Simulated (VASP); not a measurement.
Wanted: the native input for a VASP 6.6.1 run.

```yaml
Task: single point
Functional: PBE
Potentials_or_basis: VASP PAW PBE potentials, release 64 (Ni, Sb, H)
Cutoff: 520 eV
k_mesh: 12 × 12 × 6
Occupations: gaussian, width 0.1 eV
Spin: no spin polarisation
Dipole_correction: no
Further_INCAR_settings: ALGO = Normal; EDIFF = 1e-07; NBANDS = 25
```

The structure of NiSbH lies in POSCAR:

```
NiSbH
1.0
    4.2966783129      0.0000000000      0.0000000000
   -2.1483391564      3.7210325708      0.0000000000
    0.0000000000      0.0000000000      4.7807165766
Ni Sb H
2 2 2
Direct
    1.0000000000      1.0000000000      1.0000000000
    1.0000000000      1.0000000000      0.5000000000
    0.3333333333      0.6666666667      0.2500000000
    0.6666666667      0.3333333333      0.7500000000
    0.3333333333      0.6666666667      0.7500000000
    0.6666666667      0.3333333333      0.2500000000
```

One way to write it, as run:

INCAR

```
ALGO = Normal
EDIFF = 1E-7
ENCUT = 520
GGA = PE
ISIF = 2
ISMEAR = 0
LASPH = T
LCHARG = F
LREAL = F
LWAVE = F
NBANDS = 25
NELM = 80
PREC = Accurate
SIGMA = 0.1
```

KPOINTS

```
k-points
0
Gamma
  12 12 6
```

Potentials or basis: VASP PAW PBE potentials, release 64 (Ni, Sb, H).

The run is started by

```console
$ cat potpaw_PBE.64/Ni/POTCAR potpaw_PBE.64/Sb/POTCAR potpaw_PBE.64/H/POTCAR > POTCAR
$ mpirun -np 1 vasp_std > vasp.out
```

It gave:

- Pressure: -0.2 GPa
- Band gap on the k mesh: zero (band 16 reaches 10.33 eV, above the bottom of band 17 at 8.43 eV)

Caveat: spin-orbit coupling is left out, which moves the levels of the heavy elements.

Wall time 4 min on 1 thread of Oxide Virtual Turin-like Processor, with other jobs on the host, peak memory 0.24 GiB.
